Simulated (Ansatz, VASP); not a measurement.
**Pd in VASP and in Ansatz**

```
Pd
1.0
     2.91869    0.00000    0.00000
    -1.45935    2.52766    0.00000
     0.00000    0.00000    9.61840
Pd
4
Direct
  0.00000 0.00000 0.00000
  0.00000 0.00000 0.50000
  0.33333 0.66667 0.25000
  0.66667 0.33333 0.75000
```

Alike in both runs: task single point; functional RPBE; k mesh 14 × 14 × 4; occupations fermi-dirac, width 0.1 eV; no spin polarisation.

|  | VASP | Ansatz |
| --- | --- | --- |
| version | VASP 6.6.1 | Ansatz 0.2.0 |
| potentials or method | VASP PAW PBE potentials, release 64 (Pd), cutoff 520 eV | plane waves (420 eV) with PAW, scalar-relativistic |
| valence electrons in the cell | 40 | 72 |

|  | VASP | Ansatz | Ansatz less VASP |
| --- | --- | --- | --- |
| pressure (GPa) | -12.0 | -11.9 | +0.11 |
| traceless stress, the component that is largest in VASP (GPa) | -0.20 | -0.19 | +0.007 |

VASP's potentials were made for PBE, not for RPBE. VASP's potentials hold 40 valence electrons a cell and Ansatz's 72, so a difference there can come from the potentials and not from the codes.
